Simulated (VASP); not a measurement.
Input of a VASP 6.6.1 run:

File INCAR:

```
PREC = Accurate
ENCUT = 520
EDIFF = 1E-8
ISMEAR = -1
SIGMA = 0.05
LREAL = False
LASPH = True
NELM = 60
ALGO = Normal
ISIF = 2
LWAVE = False
LCHARG = False
GGA = PE
LEFG = True
NBANDS = 22
```

KPOINTS

```
Automatic mesh
0
Gamma
  10 10 10
```

Contents of POSCAR:

```
Rh
1.0
    0.0000000000      2.5993341490      2.5993341490
    2.5993341490      0.0000000000      2.5993341490
    2.5993341490      2.5993341490      0.0000000000
Rh
2
Direct
   -0.1475000000     -0.1175000000     -0.1175000000
    0.1475000000      0.1175000000      0.1175000000
```

Potentials or basis: VASP PAW PBE potentials, release 64 (Rh_pv).

Launch:

```console
$ cat potpaw_PBE.64/Rh_pv/POTCAR > POTCAR
$ mpirun -np 1 vasp_std > vasp.out
```

Task: What does it give for the pressure?

Result: 38.1 GPa.

Task: What does it give for the band gap on the k mesh?

Result: Zero (band 15 reaches 9.58 eV, above the bottom of band 16 at 8.20 eV).

Task: Estimate the largest force.

Result: 3.257 eV/Å.

Forces in eV/Å, atoms in the order of the input:
```
Rh  -1.880  1.880  1.880
Rh   1.880 -1.880 -1.880
```

Caveat: the cell differs from its parent crystal (shortest bond scaled by 0.94); without QUAD_EFG the Cq values of the log hold for a quadrupole moment of 1 mb, not for the nuclei; forces of over 1 eV/Å act on the atoms, so gaps and moduli don't describe the material at rest.
